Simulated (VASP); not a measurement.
# Sc2BSb3 (P6/mmm) in VASP: single point with PBE

Aim: the single point of Sc2BSb3 with PBE.

All numbers are computed with VASP 6.6.1; they aren't measurements. Logs are shortened: lines on timing, memory, paths and dates and some standing lists are left out, and cuts for length are marked.

### Step 1. The cell of the first run

Symmetry: P6/mmm, No. 191, hexagonal system. Conventional cell: a = 5.323 Å, b = 5.323 Å, c = 5.801 Å, α = 90.00°, β = 90.00°, γ = 120.00°. Sc (site symmetry -6m2) has 5 Sb at 2.90 to 3.07 Å and 3 Sc at 3.07 Å within 3.8 Å. B (site symmetry 6/mmm) has 8 Sb at 2.90 to 3.07 Å within 3.8 Å. Within 3.8 Å of Sb (site symmetry -6m2) lie 2 Sc at 2.90 Å and 3 B at 3.07 Å and 3 Sb at 3.07 Å. Sb (site symmetry 6/mmm) has 2 B at 2.90 Å and 6 Sc at 3.07 Å within 3.8 Å.

The cell was generated, and may not be a known phase.

### Step 2. Single point, PBE, collinear spin

File INCAR:

```
SYSTEM = Sc2BSb3
  PREC = Accurate
  ENCUT = 520
  EDIFF = 1E-7
  ISMEAR = 0
  SIGMA = 0.1
  LREAL = .FALSE.
  LASPH = .TRUE.
  NELM = 150
  ALGO = Normal
  ISIF = 2
  LWAVE = .FALSE.
  LCHARG = .FALSE.
  ISPIN = 2
  MAGMOM = 0.5 0.5 0 0 0 0
  LORBIT = 11
  LMAXMIX = 4
  GGA = PE
  NBANDS = 33
  KPAR = 4
```

File KPOINTS:

```
Automatic mesh
0
G
  12 12 8
  0 0 0
```

File POSCAR:

```
Sc2BSb3
1.0
    5.3229490978      0.0000000000      0.0000000000
   -2.6614745489      4.6098091418      0.0000000000
    0.0000000000      0.0000000000      5.8014433487
Sc B Sb
2 1 3
Direct
    0.3333333333      0.6666666667      0.5000000000
    0.6666666667      0.3333333333      0.5000000000
    0.0000000000      0.0000000000      0.0000000000
    0.3333333333      0.6666666667      0.0000000000
    0.6666666667      0.3333333333      0.0000000000
    0.0000000000      0.0000000000      0.5000000000
```

Potentials or basis: VASP PAW PBE potentials, release 64 (Sc_sv, B, Sb).

Started as:

```sh
> cat potpaw_PBE.64/Sc_sv/POTCAR potpaw_PBE.64/B/POTCAR potpaw_PBE.64/Sb/POTCAR > POTCAR
> mpirun -np 4 vasp_std > vasp.out
```

OUTCAR:

```text
SYSTEM = Sc2BSb3
   PREC = Accurate
   ENCUT = 520
   EDIFF = 1E-7
   ISMEAR = 0
   LREAL = .FALSE.
   LASPH = .TRUE.
   NELM = 150
   ISIF = 2
   ISPIN = 2
   LORBIT = 11
   GGA = PE

 ion  position               nearest neighbor table
   1  0.333  0.667  0.500-   4 2.90   4 2.90   6 3.07   2 3.07   2 3.07   6 3.07   6 3.07   2 3.07

   2  0.667  0.333  0.500-   5 2.90   5 2.90   6 3.07   1 3.07   1 3.07   6 3.07   6 3.07   1 3.07

   3  0.000  0.000  0.000-   6 2.90   6 2.90
   4  0.333  0.667  0.000-   1 2.90   1 2.90   5 3.07   5 3.07   5 3.07
   5  0.667  0.333  0.000-   2 2.90   2 2.90   4 3.07   4 3.07   4 3.07
   6  0.000  0.000  0.500-   3 2.90   3 2.90   1 3.07   2 3.07   2 3.07   1 3.07   2 3.07   1 3.07

  LATTYP: Found a hexagonal cell.
 ALAT       =     5.3229490978
 C/A-ratio  =     1.0898926971

  Lattice vectors:

 A1 = (   5.3229490978,   0.0000000000,   0.0000000000)
 A2 = (  -2.6614745489,   4.6098091418,   0.0000000000)
 A3 = (   0.0000000000,   0.0000000000,   5.8014433487)

Analysis of symmetry for initial positions (statically):
=====================================================================
 Subroutine PRICEL returns:
 Original cell was already a primitive cell.

 Routine SETGRP: Setting up the symmetry group for a
 hexagonal supercell.

 Subroutine GETGRP returns: Found 24 space group operations
 (whereof 24 operations were pure point group operations)
 out of a pool of 24 trial point group operations.

The static configuration has the point symmetry D_6h.

Analysis of symmetry for dynamics (positions and initial velocities):
=====================================================================
 Subroutine PRICEL returns:
 Original cell was already a primitive cell.

 Routine SETGRP: Setting up the symmetry group for a
 hexagonal supercell.

 Subroutine GETGRP returns: Found 24 space group operations
 (whereof 24 operations were pure point group operations)
 out of a pool of 24 trial point group operations.

The dynamic configuration has the point symmetry D_6h.

Analysis of structural, dynamic, and magnetic symmetry:
=====================================================================
 Subroutine PRICEL returns:
 Original cell was already a primitive cell.

 Routine SETGRP: Setting up the symmetry group for a
 hexagonal supercell.

 Subroutine GETGRP returns: Found 24 space group operations
 (whereof 24 operations were pure point group operations)
 out of a pool of 24 trial point group operations.

The overall configuration has the point symmetry D_6h.

 Subroutine INISYM returns: Found 24 space group operations
 (whereof 24 operations are pure point group operations),
 and found     1 'primitive' translations

----------------------------------------------------------------------------------------

                                     Primitive cell

  volume of cell :     142.3545

  direct lattice vectors                    reciprocal lattice vectors
     5.322949098  0.000000000  0.000000000     0.187865783  0.108464360  0.000000000
    -2.661474549  4.609809142  0.000000000     0.000000000  0.216928721  0.000000000
     0.000000000  0.000000000  5.801443349     0.000000000  0.000000000  0.172370898

  length of vectors
     5.322949098  5.322949098  5.801443349     0.216928721  0.216928721  0.172370898

  position of ions in fractional coordinates (direct lattice)
     0.333333333  0.666666667  0.500000000
     0.666666667  0.333333333  0.500000000
     0.000000000  0.000000000  0.000000000
     0.333333333  0.666666667  0.000000000
     0.666666667  0.333333333  0.000000000
     0.000000000  0.000000000  0.500000000

  ion indices of the primitive-cell ions
   primitive index   ion index
                 1           1
                 2           2
                 3           3
                 4           4
                 5           5
                 6           6

[... 30 lines left out ...]
  0.166667  0.000000  0.000000      6.000000
  0.250000 -0.000000  0.000000      6.000000
  0.333333  0.000000  0.000000      6.000000
  0.416667 -0.000000  0.000000      6.000000
[... 16 lines left out ...]
  0.250000 -0.000000  0.125000     12.000000
  0.333333  0.000000  0.125000     12.000000
 [... further k-points ...]
   k-points           NKPTS =     95   k-points in BZ     NKDIM =     95   number of bands    NBANDS=     33
   number of dos      NEDOS =    301   number of ions     NIONS =      6
   total plane-waves  NPLWV =  76800
   dimension x,y,z NGX =    40 NGY =   40 NGZ =   48
   dimension x,y,z NGXF=    80 NGYF=   80 NGZF=   96
   ions per type =               2   1   3
   NGX,Y,Z   is equivalent  to a cutoff of  12.49, 12.49, 13.75 a.u.
   NGXF,Y,Z  is equivalent  to a cutoff of  24.99, 24.99, 27.51 a.u.
 SYSTEM =  Sc2BSb3
   PREC   = accura    normal or accurate (medium, high low for compatibility)
   ISTART =      0    job   : 0-new  1-cont  2-samecut
   ICHARG =      2    charge: 1-file 2-atom 10-const
   ISPIN  =      2    spin polarized calculation?
   LNONCOLLINEAR =      F non collinear calculations
   LSORBIT =      F    spin-orbit coupling
   LASPH  =      T    aspherical Exc in radial PAW
   ENCUT  =  520.0 eV  38.22 Ry    6.18 a.u.   9.90  9.90 10.79*2*pi/ulx,y,z
   NELM   =    150;   NELMIN=  2; NELMDL= -5     # of ELM steps
   EDIFF  = 0.1E-06   stopping-criterion for ELM
   LREAL  =      F    real-space projection
   EDIFFG = 0.1E-05   stopping-criterion for IOM
   NSW    =      0    number of steps for IOM
   IBRION =     -1    ionic relax: 0-MD 1-quasi-New 2-CG
   NFREE  =      0    steps in history (QN), initial steepest desc. (CG)
   ISIF   =      2    stress and relaxation
   ISYM   =      2    0-nonsym 1-usesym 2-fastsym
   POTIM  = 0.5000    time-step for ionic-motion
   TEBEG  =    0.0;   TEEND  =   0.0 temperature during run
   PSTRESS=    0.0 pullay stress
   NELECT =      40.0000    total number of electrons
   NUPDOWN=      -1.0000    fix difference up-down
   EMIN   =  10.00;   EMAX   =-10.00  energy-range for DOS
   EFERMI =   0.00;   METHOD = LEGACY
   ISMEAR =     0;   SIGMA  =   0.10  broadening in eV -4-tet -1-fermi 0-gaus
   EFERMI_NEDOS =   21; number of points for ismear=-14 and -15
   IALGO  =     38    algorithm
   IMIX   =      4    mixing-type and parameters
     AMIX     =   0.40;   BMIX     =  1.00
     AMIX_MAG =   1.60;   BMIX_MAG =  1.00
  volume/ion in A,a.u.               =      23.73       160.11
  Fermi-wavevector in a.u.,A,eV,Ry     =   1.072271  2.026298 15.643492  1.149764
  Thomas-Fermi vector in A             =   2.208036
   LORBIT       =     11    0 simple, 1 ext, 2 COOP (PROOUT), +10 PAW based schemes
   GGA     = PE    functional components
   LHFCALC =     F    Hartree Fock is set to
   AEXX    =    0.0000 exact exchange contribution
   IVDW    =     0    specifies the selected vdW correction
   LEPSILON=     F    determine dielectric tensor
   LRPA    =     F    only Hartree local field effects (RPA)
 spin polarized calculation
 Gauss-broadening in eV      SIGMA  =   0.10
  energy-cutoff  :      520.00
  volume of cell :      142.35
 maximum number of plane-waves:      3870
 NGX is ok and might be reduce to    40
   NGX = 19   NGY = 19   NGZ = 21

 number of electron      40.0000001 magnetization       1.3842903

 Free energy of the ion-electron system (eV)
  ---------------------------------------------------
  ext. energy  EPLUGINS =         0.00000000
  ---------------------------------------------------
  free energy    TOTEN  =       -29.33075612 eV

  energy without entropy =      -29.30155536  energy(sigma->0) =      -29.31615574

 E-fermi :   6.2314     XC(G=0):  -9.9965

 val. band max:        6.2305270464   @ k =   0.2500   0.1667   0.5000
 cond. band min:       6.2328332760   @ k =   0.3333   0.2500   0.1250
 fundamental gap:      0.0023062296
 Fermi energy:         6.2313604964

 spin component 1

 k-point     1 :       0.0000    0.0000    0.0000
  band No.  band energies     occupation
      1     -43.7587      1.00000
      2     -43.6952      1.00000
      3     -22.5534      1.00000
      4     -22.5534      1.00000
      5     -22.3723      1.00000
      6     -22.3088      1.00000
[... 829 lines left out ...]
     31       9.1618      0.00000
     32       9.4887      0.00000

 [... further k-points ...]

 spin component 2

 k-point     1 :       0.0000    0.0000    0.0000
  band No.  band energies     occupation
      1     -43.3882      1.00000
      2     -43.3287      1.00000
      3     -22.1216      1.00000
      4     -22.0969      1.00000
      5     -22.0969      1.00000
      6     -22.0610      1.00000
[... 829 lines left out ...]
     31       9.4581      0.00000
     32       9.6928      0.00000

 [... further k-points ...]

 [bands above 32 left out]

------------------------ aborting loop because EDIFF is reached ----------------------------------------

  FORCE on cell =-STRESS in cart. coord.  units (eV):
  Direction    XX          YY          ZZ          XY          YZ          ZX
  --------------------------------------------------------------------------------------
  -------------------------------------------------------------------------------------
  Total        0.0271320      0.0271320      0.0314323     -0.0000000     -0.0000000     -0.0000000
  in kB        0.3053663      0.3053663      0.3537657     -0.0000000     -0.0000000     -0.0000000
  external PRESSURE =       0.3214994 kB  Pullay stress =       0.0000000 kB

 VOLUME and BASIS-vectors are now :
 -----------------------------------------------------------------------------
  energy-cutoff  :      520.00
  volume of cell :      142.35
      direct lattice vectors                 reciprocal lattice vectors
     5.322949098  0.000000000  0.000000000     0.187865783  0.108464360  0.000000000
    -2.661474549  4.609809142  0.000000000     0.000000000  0.216928721  0.000000000
     0.000000000  0.000000000  5.801443349     0.000000000  0.000000000  0.172370898

 POSITION                                       TOTAL-FORCE (eV/Angst)
 -----------------------------------------------------------------------------------
     -0.00000      3.07321      2.90072        -0.000000      0.000000     -0.000000
      2.66147      1.53660      2.90072         0.000000      0.000000      0.000000
      0.00000      0.00000      0.00000        -0.000000      0.000000     -0.000000
     -0.00000      3.07321      0.00000        -0.000000      0.000000     -0.000000
      2.66147      1.53660      0.00000         0.000000     -0.000000     -0.000000
      0.00000      0.00000      2.90072        -0.000000      0.000000     -0.000000
 -----------------------------------------------------------------------------------
    total drift:                               -0.000000      0.000000      0.000000

  FREE ENERGIE OF THE ION-ELECTRON SYSTEM (eV)
  ---------------------------------------------------
  free  energy   TOTEN  =       -29.3307561159 eV

  energy  without entropy=      -29.3015553619  energy(sigma->0) =      -29.31615574

 total charge

# of ion       s       p       d       tot
------------------------------------------
    1        2.220   6.112   1.104   9.436
    2        2.220   6.112   1.104   9.436
    3        0.853   0.545   0.000   1.398
    4        1.205   1.180   0.036   2.421
    5        1.205   1.180   0.036   2.421
    6        1.125   1.287   0.029   2.440
--------------------------------------------------
tot          8.827  16.417   2.308  27.551

 magnetization (x)

# of ion       s       p       d       tot
------------------------------------------
    1        0.025   0.029   0.419   0.474
    2        0.025   0.029   0.419   0.474
    3        0.001   0.015   0.000   0.016
    4       -0.000  -0.009   0.002  -0.007
    5       -0.000  -0.009   0.002  -0.007
    6       -0.005  -0.037   0.009  -0.033
--------------------------------------------------
tot          0.046   0.019   0.852   0.917
```

It took 6.4 min on 4 MPI ranks of AMD EPYC 7R13 (Zen 3), shared host; peak memory 0.78 GiB.

Results:

```yaml
Free_energy: -29.3308 eV
Pressure: 0.0 GPa
Net_moment: 1.38 μB per cell
Site_moments: Sc +0.47; B +0.02; Sb -0.01, -0.03 (each value once) μB
Valence_electrons_inside_the_program's_atomic_spheres: Sc 9.44; B 1.40; Sb 2.42, 2.44 (each value once)
```

Levels at points of the mesh, in eV from the Fermi level:
Spin up:
| k point | band 19 | band 20 | band 21 | band 22 | band 23 | band 24 |
| --- | --- | --- | --- | --- | --- | --- |
| (0.00, 0.00, 0.00) | -0.86 | -0.54 | 0.19 | 0.19 | 0.56 | 0.59 |
| (0.50, 0.00, 0.00) | -0.70 | -0.25 | 0.26 | 0.37 | 0.64 | 1.47 |
| (0.00, 0.00, 0.50) | -1.87 | -1.34 | 0.02 | 0.16 | 0.16 | 0.55 |
| (0.50, 0.00, 0.50) | -0.32 | -0.09 | 0.43 | 0.57 | 0.83 | 1.18 |
Spin down:
```csv
k point,band 15,band 16,band 17,band 18,band 19,band 20,band 21,band 22,band 23,band 24
"(0.00, 0.00, 0.00)",-3.07,-2.95,-2.95,-0.75,-0.75,-0.55,0.53,0.53,0.57,1.32
"(0.50, 0.00, 0.00)",-3.17,-2.46,-1.62,-0.67,-0.07,0.06,0.46,0.73,1.07,1.73
"(0.00, 0.00, 0.50)",-3.10,-2.56,-2.56,-1.81,-1.81,-1.26,0.57,0.62,1.03,1.03
"(0.50, 0.00, 0.50)",-2.55,-2.23,-1.66,-0.14,0.23,0.42,0.68,0.77,1.15,1.21
```

Caveat: a moment this small can come from the mesh or the smearing; spin-orbit coupling is left out, which moves the levels of the heavy elements.
